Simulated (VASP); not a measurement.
# Mg (P6/mmm) in VASP: a series of runs, part 3 of 3

VASP 6.6.1. Earlier steps stand in the parts before.

## Step 5: Relaxation of shape and atoms at fixed volume, PBE

This run uses another cell than the first one, of 10.48 Å³/atom, 0.536 times its volume.

Input file INCAR:

```
SYSTEM = Mg
PREC = Accurate
ENCUT = 600
EDIFF = 1E-6
ISMEAR = -1
SIGMA = 0.08
LREAL = .FALSE.
LASPH = .TRUE.
NELM = 80
ALGO = Normal
ISIF = 4
LWAVE = .FALSE.
LCHARG = .FALSE.
GGA = PE
IBRION = 2
NSW = 50
EDIFFG = -0.005
```

Input file KPOINTS:

```
Automatic mesh
0
G
  7 7 10
  0 0 0
```

Input file POSCAR:

```
Mg
1.0
    3.9101905186      0.0000000000      0.0000000000
   -1.9550952593      3.3863243227      0.0000000000
    0.0000000000      0.0000000000      2.3745617729
Mg
3
Direct
    0.0000000000      0.0000000000      0.0000000000
    0.3333333333      0.6666666667      0.5000000000
    0.6666666667      0.3333333333      0.5000000000
```

Potentials or basis: VASP PAW PBE potentials, release 64 (Mg).

The run is started by

```sh
> cat potpaw_PBE.64/Mg/POTCAR > POTCAR
> mpirun -np 1 vasp_std > vasp.out
```

OUTCAR:

```text
SYSTEM = Mg
   PREC = Accurate
   ENCUT = 600
   EDIFF = 1E-6
   ISMEAR = -1
   LREAL = .FALSE.
   LASPH = .TRUE.
   NELM = 80
   ISIF = 4
   GGA = PE
   IBRION = 2
   NSW = 50
   EDIFFG = -0.005

 ion  position               nearest neighbor table
   1  0.000  0.000  0.000-   2 2.55   3 2.55   2 2.55   3 2.55   2 2.55   2 2.55   3 2.55   3 2.55
                             3 2.55   3 2.55   2 2.55   2 2.55
   2  0.333  0.667  0.500-   3 2.26   3 2.26   3 2.26   1 2.55   1 2.55   1 2.55   1 2.55   1 2.55
                             1 2.55   3 3.28   3 3.28   3 3.28   3 3.28   3 3.28   3 3.28
   3  0.667  0.333  0.500-   2 2.26   2 2.26   2 2.26   1 2.55   1 2.55   1 2.55   1 2.55   1 2.55
                             1 2.55   2 3.28   2 3.28   2 3.28   2 3.28   2 3.28   2 3.28

  LATTYP: Found a hexagonal cell.
 ALAT       =     3.9101905186
 C/A-ratio  =     0.6072752112

  Lattice vectors:

 A1 = (   3.9101905186,   0.0000000000,   0.0000000000)
 A2 = (  -1.9550952593,   3.3863243227,   0.0000000000)
 A3 = (   0.0000000000,   0.0000000000,   2.3745617729)

Analysis of symmetry for initial positions (statically):
=====================================================================
 Subroutine PRICEL returns:
 Original cell was already a primitive cell.

 Routine SETGRP: Setting up the symmetry group for a
 hexagonal supercell.

 Subroutine GETGRP returns: Found 24 space group operations
 (whereof 24 operations were pure point group operations)
 out of a pool of 24 trial point group operations.

The static configuration has the point symmetry D_6h.

Analysis of symmetry for dynamics (positions and initial velocities):
=====================================================================
 Subroutine PRICEL returns:
 Original cell was already a primitive cell.

 Routine SETGRP: Setting up the symmetry group for a
 hexagonal supercell.

 Subroutine GETGRP returns: Found 24 space group operations
 (whereof 24 operations were pure point group operations)
[... 137 lines left out ...]
  energy-cutoff  :      600.00
  volume of cell :       31.44
 maximum number of plane-waves:      1071
 NGX is ok and might be reduce to    32
   NGX = 15   NGY = 15   NGZ =  9

--------------------------------------- Ionic step        1  -------------------------------------------

 number of electron       6.0000000 magnetization

 Free energy of the ion-electron system (eV)
  ---------------------------------------------------
  ext. energy  EPLUGINS =         0.00000000
  ---------------------------------------------------
  free energy    TOTEN  =         3.63776332 eV

  energy without entropy =        3.65384501  energy(sigma->0) =        3.64580417

------------------------ aborting loop because EDIFF is reached ----------------------------------------

  FORCE on cell =-STRESS in cart. coord.  units (eV):
  Direction    XX          YY          ZZ          XY          YZ          ZX
  --------------------------------------------------------------------------------------
  -------------------------------------------------------------------------------------
  Total       26.0516019     26.0516019     24.1725986      0.0000000      0.0000000     -0.0000000
  in kB     1327.5016658   1327.5016658   1231.7540025      0.0000000      0.0000000     -0.0000000
  external PRESSURE =    1295.5857780 kB  Pullay stress =       0.0000000 kB
[... 61 lines left out ...]
--------------------------------------- Ionic step        3  -------------------------------------------

 number of electron       6.0000000 magnetization

 Free energy of the ion-electron system (eV)
  ---------------------------------------------------
  ext. energy  EPLUGINS =         0.00000000
  ---------------------------------------------------
  free energy    TOTEN  =         3.62391073 eV

  energy without entropy =        3.63977185  energy(sigma->0) =        3.63184129

 E-fermi :   8.4986     XC(G=0): -11.3265

 val. band max:        8.4506580661   @ k =   0.0000   0.0000   0.1000
 cond. band min:       8.5203672045   @ k =   0.1429   0.0000   0.0000
 fundamental gap:      0.0697091384
 Fermi energy:         8.4986356067

 k-point     1 :       0.0000    0.0000    0.0000
  band No.  band energies     occupation
      1      -2.5040      2.00000
      2       8.2318      1.93121
      3       8.2318      1.93121
      4       8.2393      1.92477
      5       8.2393      1.92477
      6      11.7862      0.00000
      7      12.8011      0.00000
[... 221 lines left out ...]
 k-point    24 :       0.2857    0.2857    0.2000
  band No.  band energies     occupation
      1       1.6404      2.00000
      2       3.2973      2.00000
      3       3.3247      2.00000
      4      12.4598      0.00000
      5      12.8626      0.00000
      6      15.2412      0.00000
      7      16.5618      0.00000

 [... further k-points ...]

------------------------ aborting loop because EDIFF is reached ----------------------------------------

  FORCE on cell =-STRESS in cart. coord.  units (eV):
  Direction    XX          YY          ZZ          XY          YZ          ZX
  --------------------------------------------------------------------------------------
  -------------------------------------------------------------------------------------
  Total       25.3857138     25.3857138     25.3825863      0.0000000     -0.0000000      0.0000000
  in kB     1293.5702601   1293.5702601   1293.4108886      0.0000000     -0.0000000      0.0000000
  external PRESSURE =    1293.5171363 kB  Pullay stress =       0.0000000 kB
[... 18 lines left out ...]
  FREE ENERGIE OF THE ION-ELECTRON SYSTEM (eV)
  ---------------------------------------------------
  free  energy   TOTEN  =         3.6239107325 eV

  energy  without entropy=        3.6397718496  energy(sigma->0) =        3.63184129

 reached required accuracy - stopping structural energy minimisation
```

OSZICAR:

```text
N       E                     dE             d eps       ncg     rms          rms(c)
DAV:   1     0.133661190738E+02    0.13366E+02   -0.26830E+03   686   0.746E+02
DAV:   2     0.345490402883E+01   -0.99112E+01   -0.94875E+01   945   0.663E+01
DAV:   3     0.338619404643E+01   -0.68710E-01   -0.67292E-01   917   0.676E+00
DAV:   4     0.338603561088E+01   -0.15844E-03   -0.15839E-03   889   0.259E-01
[... 15 lines left out ...]
       N       E                     dE             d eps       ncg     rms          rms(c)
DAV:   1     0.362390243487E+01   -0.17943E-02   -0.61048E-03   819   0.542E-01    0.231E-02
DAV:   2     0.362390778775E+01    0.53529E-05   -0.55202E-05   770   0.582E-02    0.132E-02
DAV:   3     0.362391067595E+01    0.28882E-05   -0.10640E-05   812   0.170E-02    0.231E-03
DAV:   4     0.362391073253E+01    0.56577E-07   -0.54531E-07   399   0.615E-03
   3 F= 0.36239107E+01 E0= 0.36318413E+01  d E =-.138526E-01
```

CONTCAR:

```text
Mg
   1.00000000000000
     3.9393438728676102    0.0000000000000000   -0.0000000000000000
    -1.9696719364338051    3.4115718680734575   -0.0000000000000000
     0.0000000000000000    0.0000000000000000    2.3395456455755692
  Mg
     3
Direct
     0.0000000000000000    0.0000000000000000    1.0000000000000000
     0.3333333332999970    0.6666666667000030    0.5000000000000000
     0.6666666667000030    0.3333333332999970    0.5000000000000000

  0.00000000E+00  0.00000000E+00  0.00000000E+00
  0.00000000E+00  0.00000000E+00  0.00000000E+00
  0.00000000E+00  0.00000000E+00  0.00000000E+00
```

It took 18 s on 1 thread of Intel Xeon Platinum 8259CL at 2.50GHz (Skylake/Cascade Lake), shared host; peak memory 0.15 GiB.

What came out:

* Free energy: 3.6239 eV
* Energy gained by relaxing: 4.6 meV/atom
* Ionic steps: 3
* Pressure after relaxing: 129.4 GPa
* Band gap on the k mesh: zero (band 3 reaches 12.59 eV, above the bottom of band 4 at 7.45 eV)

The path:
```tsv
step	energy change (eV)	largest force (eV/Å)	pressure (GPa)	volume (Å³)
1	0.0000	0.0000	129.56	31.44
2	-0.0121	0.0000	129.30	31.44
3	-0.0139	0.0000	129.35	31.44
```

Final structure:
```cif
data_structure
_symmetry_space_group_name_H-M 'P 1'
_symmetry_Int_Tables_number 1
_cell_length_a 3.9393
_cell_length_b 3.9393
_cell_length_c 2.3395
_cell_angle_alpha 90.000
_cell_angle_beta 90.000
_cell_angle_gamma 120.000
_cell_volume 31.44
loop_
_atom_site_label
_atom_site_type_symbol
_atom_site_fract_x
_atom_site_fract_y
_atom_site_fract_z
_atom_site_occupancy
Mg1 Mg 0.00000 0.00000 0.00000 1
Mg2 Mg 0.33333 0.66667 0.50000 1
Mg3 Mg 0.66667 0.33333 0.50000 1
```

## Step 6: The runs side by side

| task | cell | cutoff (eV) | gap on the mesh (eV) | pressure (GPa) |
| --- | --- | --- | --- | --- |
| single point | a = 4.828, b = 4.828, c = 2.908 Å, angles 90.0, 90.0, 120.0°, 3 atoms | 520 | none | 8.2 |
| single point | a = 5.103, b = 5.103, c = 3.099 Å, angles 90.0, 90.0, 120.0°, 3 atoms | 520 | none | -0.1 |
| relaxation of shape and atoms at fixed volume | relaxed from a = 3.910, b = 3.910, c = 2.375 Å, angles 90.0, 90.0, 120.0°, 3 atoms | 600 | none | 129.4 |

Alike in all rows: level PBE; potentials or basis VASP PAW PBE potentials, release 64 (Mg); no spin polarisation; k mesh 7 × 7 × 10; smearing fermi-dirac 0.08 eV.

Total energies depend on the potentials used, so only differences within one code and one set of settings carry meaning.
